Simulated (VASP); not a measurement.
# Al (P6_3/mmc) in VASP: notebook

Runs on Al. Level: PBEsol. Tasks: single point.

Program: VASP 6.6.1. These are calculated values, not measurements. Logs are shortened: lines on timing, memory, paths and dates and some standing lists are left out, and cuts for length are marked.

**1. The cell of the first run**

The structure is hexagonal, space group P6_3/mmc (No. 194). The conventional cell has a = 2.827 Å, b = 2.827 Å, c = 9.186 Å, α = 90.00°, β = 90.00°, γ = 120.00°. Within 3.7 Å of Al (site symmetry -3m) lie 12 Al at 2.82 to 2.83 Å. Al (site symmetry -6m2) has 12 Al at 2.82 to 2.83 Å within 3.7 Å.

This isn't the form of Al at room conditions, which is fcc.

**2. Single point, PBEsol**

Contents of INCAR:

```
SYSTEM = Al
PREC = Accurate
ENCUT = 500
EDIFF = 1E-6
ISMEAR = 0
SIGMA = 0.3
LREAL = .False.
LASPH = .True.
NELM = 120
ALGO = Normal
ISIF = 2
LWAVE = .False.
LCHARG = .True.
GGA = PS
LELF = .True.
LVHAR = .True.
NBANDS = 14
GGA_COMPAT = .False.
```

Contents of KPOINTS:

```
regular mesh
0
Gamma
  10 10 3
  0 0 0
```

Contents of POSCAR:

```
Al
1.0
    2.8270770200      0.0000000000      0.0000000000
   -1.4135385100      2.4483205178      0.0000000000
    0.0000000000      0.0000000000      9.1859930700
Al
4
Direct
    0.0000000000      0.0000000000      0.0000000000
    0.0000000000      0.0000000000      0.5000000000
    0.3333333333      0.6666666667      0.2500000000
    0.6666666667      0.3333333333      0.7500000000
```

Potentials or basis: VASP PAW PBE potentials, release 64 (Al).

On the command line:

```sh
$ cat potpaw_PBE.64/Al/POTCAR > POTCAR
$ mpirun -np 1 vasp_std > vasp.out
```

OUTCAR:

```text
SYSTEM = Al
   PREC = Accurate
   ENCUT = 500
   EDIFF = 1E-6
   ISMEAR = 0
   LREAL = .False.
   LASPH = .True.
   NELM = 120
   ISIF = 2
   GGA = PS

 ion  position               nearest neighbor table
   1  0.000  0.000  0.000-   3 2.82   4 2.82   4 2.82   3 2.82   4 2.82   3 2.82
   2  0.000  0.000  0.500-   3 2.82   4 2.82   4 2.82   3 2.82   4 2.82   3 2.82
   3  0.333  0.667  0.250-   1 2.82   2 2.82   1 2.82   2 2.82   1 2.82   2 2.82
   4  0.667  0.333  0.750-   1 2.82   2 2.82   1 2.82   2 2.82   1 2.82   2 2.82

  LATTYP: Found a hexagonal cell.
 ALAT       =     2.8270770200
 C/A-ratio  =     3.2492899928

  Lattice vectors:

 A1 = (   2.8270770200,   0.0000000000,   0.0000000000)
 A2 = (  -1.4135385100,   2.4483205178,   0.0000000000)
 A3 = (   0.0000000000,   0.0000000000,   9.1859930700)

Analysis of symmetry for initial positions (statically):
=====================================================================
 Subroutine PRICEL returns:
 Original cell was already a primitive cell.

 Routine SETGRP: Setting up the symmetry group for a
 hexagonal supercell.

 Subroutine GETGRP returns: Found 24 space group operations
 (whereof 12 operations were pure point group operations)
 out of a pool of 24 trial point group operations.

The static configuration has the point symmetry D_3d.
 The point group associated with its full space group is D_6h.

Analysis of symmetry for dynamics (positions and initial velocities):
=====================================================================
 Subroutine PRICEL returns:
 Original cell was already a primitive cell.

 Routine SETGRP: Setting up the symmetry group for a
 hexagonal supercell.

 Subroutine GETGRP returns: Found 24 space group operations
 (whereof 12 operations were pure point group operations)
 out of a pool of 24 trial point group operations.

The dynamic configuration has the point symmetry D_3d.
 The point group associated with its full space group is D_6h.

 Subroutine INISYM returns: Found 24 space group operations
 (whereof 12 operations are pure point group operations),
 and found     1 'primitive' translations

----------------------------------------------------------------------------------------

                                     Primitive cell

  volume of cell :      63.5817

  direct lattice vectors                    reciprocal lattice vectors
     2.827077020  0.000000000  0.000000000     0.353722234  0.204221627  0.000000000
    -1.413538510  2.448320518  0.000000000     0.000000000  0.408443254  0.000000000
     0.000000000  0.000000000  9.185993070     0.000000000  0.000000000  0.108861393

  length of vectors
     2.827077020  2.827077020  9.185993070     0.408443254  0.408443254  0.108861393

  position of ions in fractional coordinates (direct lattice)
     0.000000000  0.000000000  0.000000000
     0.000000000  0.000000000  0.500000000
     0.333333333  0.666666667  0.250000000
     0.666666667  0.333333333  0.750000000

  ion indices of the primitive-cell ions
   primitive index   ion index
                 1           1
                 2           2
                 3           3
                 4           4

----------------------------------------------------------------------------------------

 KPOINTS: regular mesh

Automatic generation of k-mesh.
 Grid dimensions read from file:
 generate k-points for:   10   10    3

 Generating k-lattice:

  Cartesian coordinates                     Fractional coordinates (reciprocal lattice)
     0.035372223  0.020422163  0.000000000     0.100000000  0.000000000  0.000000000
     0.000000000  0.040844325  0.000000000     0.000000000  0.100000000  0.000000000
     0.000000000  0.000000000  0.036287131     0.000000000  0.000000000  0.333333333

  Length of vectors
     0.040844325  0.040844325  0.036287131

  Shift w.r.t. Gamma in fractional coordinates (k-lattice)
     0.000000000  0.000000000  0.000000000

 Subroutine IBZKPT returns following result:
 ===========================================

 Found     28 irreducible k-points:

 Following reciprocal coordinates:
            Coordinates               Weight
  0.000000  0.000000  0.000000      1.000000
  0.100000  0.000000  0.000000      6.000000
  0.200000  0.000000  0.000000      6.000000
  0.300000 -0.000000  0.000000      6.000000
  0.400000 -0.000000  0.000000      6.000000
  0.500000 -0.000000  0.000000      3.000000
[... 16 lines left out ...]
  0.300000  0.100000  0.333333     24.000000
  0.400000  0.100000  0.333333     24.000000
 [... further k-points ...]
   k-points           NKPTS =     28   k-points in BZ     NKDIM =     28   number of bands    NBANDS=     14
   number of dos      NEDOS =    301   number of ions     NIONS =      4
   total plane-waves  NPLWV =  40320
   dimension x,y,z NGX =    24 NGY =   24 NGZ =   70
   dimension x,y,z NGXF=    48 NGYF=   48 NGZF=  140
   ions per type =               4
   NGX,Y,Z   is equivalent  to a cutoff of  14.11, 14.11, 12.67 a.u.
   NGXF,Y,Z  is equivalent  to a cutoff of  28.23, 28.23, 25.34 a.u.
 SYSTEM =  Al
   PREC   = accura    normal or accurate (medium, high low for compatibility)
   ISTART =      0    job   : 0-new  1-cont  2-samecut
   ICHARG =      2    charge: 1-file 2-atom 10-const
   ISPIN  =      1    spin polarized calculation?
   LNONCOLLINEAR =      F non collinear calculations
   LSORBIT =      F    spin-orbit coupling
   LASPH  =      T    aspherical Exc in radial PAW
   ENCUT  =  500.0 eV  36.75 Ry    6.06 a.u.   5.15  5.15 16.75*2*pi/ulx,y,z
   NELM   =    120;   NELMIN=  2; NELMDL= -5     # of ELM steps
   EDIFF  = 0.1E-05   stopping-criterion for ELM
   LREAL  =      F    real-space projection
   EDIFFG = 0.1E-04   stopping-criterion for IOM
   NSW    =      0    number of steps for IOM
   IBRION =     -1    ionic relax: 0-MD 1-quasi-New 2-CG
   NFREE  =      0    steps in history (QN), initial steepest desc. (CG)
   ISIF   =      2    stress and relaxation
   ISYM   =      2    0-nonsym 1-usesym 2-fastsym
   POTIM  = 0.5000    time-step for ionic-motion
   TEBEG  =    0.0;   TEEND  =   0.0 temperature during run
   PSTRESS=    0.0 pullay stress
   NELECT =      12.0000    total number of electrons
   NUPDOWN=      -1.0000    fix difference up-down
   EMIN   =  10.00;   EMAX   =-10.00  energy-range for DOS
   EFERMI =   0.00;   METHOD = LEGACY
   ISMEAR =     0;   SIGMA  =   0.30  broadening in eV -4-tet -1-fermi 0-gaus
   EFERMI_NEDOS =   21; number of points for ismear=-14 and -15
   IALGO  =     38    algorithm
   IMIX   =      4    mixing-type and parameters
     AMIX     =   0.40;   BMIX     =  1.00
     AMIX_MAG =   1.60;   BMIX_MAG =  1.00
  volume/ion in A,a.u.               =      15.90       107.27
  Fermi-wavevector in a.u.,A,eV,Ry     =   0.939055  1.774557 11.997959  0.881825
  Thomas-Fermi vector in A             =   2.066329
   LORBIT       =      0    0 simple, 1 ext, 2 COOP (PROOUT), +10 PAW based schemes
   GGA     = PS    functional components
   LHFCALC =     F    Hartree Fock is set to
   AEXX    =    0.0000 exact exchange contribution
   IVDW    =     0    specifies the selected vdW correction
   LEPSILON=     F    determine dielectric tensor
   LRPA    =     F    only Hartree local field effects (RPA)
 non-spin polarized calculation
 Gauss-broadening in eV      SIGMA  =   0.30
  energy-cutoff  :      500.00
  volume of cell :       63.58
 maximum number of plane-waves:      1631
 NGX is ok and might be reduce to    24
   NGX = 11   NGY = 11   NGZ = 33

 number of electron      12.0000000 magnetization

 Free energy of the ion-electron system (eV)
  ---------------------------------------------------
  ext. energy  EPLUGINS =         0.00000000
  ---------------------------------------------------
  free energy    TOTEN  =       -16.36960218 eV

  energy without entropy =      -16.31988265  energy(sigma->0) =      -16.34474241

 E-fermi :   8.3749     XC(G=0): -10.3943

 val. band max:        8.3595037273   @ k =   0.4000   0.2000   0.3333
 cond. band min:       8.4603853441   @ k =   0.4000   0.1000   0.0000
 fundamental gap:      0.1008816168
 Fermi energy:         8.3749287257

 k-point     1 :       0.0000    0.0000    0.0000
  band No.  band energies     occupation
      1      -3.0474      2.00000
      2      -1.3055      2.00000
      3      -1.3042      2.00000
      4       3.6289      2.00000
      5       3.9799      2.00000
      6      11.9467      0.00000
      7      11.9597      0.00000
      8      19.2011      0.00000
      9      19.2011      0.00000
     10      19.3598      0.00000
     11      19.3598      0.00000
     12      20.3227      0.00000
     13      20.3382      0.00000
     14      20.4945      0.00000

 k-point     2 :       0.1000    0.0000    0.0000
  band No.  band energies     occupation
      1      -2.8008      2.00000
      2      -1.0620      2.00000
      3      -1.0608      2.00000
      4       3.8566      2.00000
      5       4.2196      2.00000
      6      12.1321      0.00000
      7      12.1588      0.00000
      8      15.9231      0.00000
      9      17.3158      0.00000
     10      17.3893      0.00000
     11      17.4075      0.00000
     12      18.8496      0.00000
     13      18.8598      0.00000
     14      18.9207      0.00000
[... 343 lines left out ...]
      1       0.3134      2.00000
      2       0.8818      2.00000
      3       3.1243      2.00000
      4       4.7605      2.00000
      5       7.3583      2.00000
      6       7.8778      1.98089
      7       9.3598      0.00000
      8      10.1141      0.00000
      9      11.4269      0.00000
     10      11.7319      0.00000
     11      12.5156      0.00000
     12      12.9198      0.00000
     13      14.7877      0.00000
     14      15.9872      0.00000

 k-point    24 :       0.4000    0.1000    0.3333
  band No.  band energies     occupation
      1       2.2224      2.00000
      2       2.7782      2.00000
      3       4.5410      2.00000
      4       4.7435      2.00000
      5       5.4255      2.00000
      6       6.5989      2.00000
      7       7.5303      1.99993
      8       9.0029      0.00307
      9      10.8125      0.00000
     10      11.6220      0.00000
     11      12.2634      0.00000
     12      13.2785      0.00000
     13      14.1558      0.00000
     14      14.4713      0.00000

 [... further k-points ...]

------------------------ aborting loop because EDIFF is reached ----------------------------------------

  FORCE on cell =-STRESS in cart. coord.  units (eV):
  Direction    XX          YY          ZZ          XY          YZ          ZX
  --------------------------------------------------------------------------------------
  -------------------------------------------------------------------------------------
  Total        0.3642930      0.3642930      1.4506597      0.0000000      0.0000000     -0.0000000
  in kB        9.1797191      9.1797191     36.5547746      0.0000000      0.0000000     -0.0000000
  external PRESSURE =      18.3047376 kB  Pullay stress =       0.0000000 kB

 VOLUME and BASIS-vectors are now :
 -----------------------------------------------------------------------------
  energy-cutoff  :      500.00
  volume of cell :       63.58
      direct lattice vectors                 reciprocal lattice vectors
     2.827077020  0.000000000  0.000000000     0.353722234  0.204221627  0.000000000
    -1.413538510  2.448320518  0.000000000     0.000000000  0.408443254  0.000000000
     0.000000000  0.000000000  9.185993070     0.000000000  0.000000000  0.108861393

 POSITION                                       TOTAL-FORCE (eV/Angst)
 -----------------------------------------------------------------------------------
      0.00000      0.00000      0.00000         0.000000      0.000000      0.000000
      0.00000      0.00000      4.59300         0.000000      0.000000      0.000000
     -0.00000      1.63221      2.29650        -0.000000      0.000000      0.000000
      1.41354      0.81611      6.88949         0.000000     -0.000000     -0.000000
 -----------------------------------------------------------------------------------
    total drift:                               -0.000000      0.000000      0.000000

  FREE ENERGIE OF THE ION-ELECTRON SYSTEM (eV)
  ---------------------------------------------------
  free  energy   TOTEN  =       -16.3696021778 eV

  energy  without entropy=      -16.3198826451  energy(sigma->0) =      -16.34474241
```

Wall time 21 s (1 thread of Intel Xeon Platinum 8488C (Sapphire Rapids), shared host); peak memory 0.18 GiB.

What came out:

* Free energy: -16.3696 eV
* Pressure: 1.8 GPa
* Band gap on the k mesh: zero (bands 6 and 7 overlap by 5.43 eV)

Levels at points of the mesh, in eV from the Fermi level:
```
           k point  band 2  band 3  band 4  band 5  band 6  band 7  band 8  band 9
(0.00, 0.00, 0.00)   -9.68   -9.68   -4.75   -4.40    3.57    3.58   10.83   10.83
(0.50, 0.00, 0.00)   -5.35   -4.06   -4.00   -3.41   -3.34    0.79    1.22    1.40
```

Caveat: so wide a smearing shifts energies and pressures; the PAW data sets were made with another functional, which shifts forces and pressure a little.

(Continued in part 2 of 2.)
